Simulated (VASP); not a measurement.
A run of VASP 6.6.1 is set up as follows.

The input INCAR:

```
SYSTEM = Ga
  ALGO = Fast
  EDIFF = 1E-6
  ENCUT = 520
  ISIF = 2
  ISMEAR = -1
  LASPH = .TRUE.
  LCHARG = .TRUE.
  LELF = .TRUE.
  LREAL = .FALSE.
  LVHAR = .TRUE.
  LWAVE = .FALSE.
  NBANDS = 34
  NELM = 100
  PREC = Accurate
  SIGMA = 0.15
```

File KPOINTS:

```
k-points
0
G
  10 10 8
  0 0 0
```

File POSCAR:

```
Ga
1.0
    2.2302321268     -3.7340857440      0.0000000000
    2.2302321268      3.7340857440      0.0000000000
    0.0000000000      0.0000000000      4.4189258380
Ga
4
Direct
    0.6561688006      0.3438311994      0.4136676217
    0.8438311994      0.1561688006      0.9136676217
    0.3438311994      0.6561688006      0.5863323783
    0.1561688006      0.8438311994      0.0863323783
```

Potentials or basis: VASP PAW LDA potentials, release 64 (Ga_d).

Run with:

```sh
$ cat potpaw_LDA.64/Ga_d/POTCAR > POTCAR
$ mpirun -np 1 vasp_std > vasp.out
```

Question: Predict the pressure.

Answer: 0.2 GPa.

Question: Estimate the band gap on the k mesh.

Answer: Zero (bands 26 and 27 overlap by 1.53 eV).
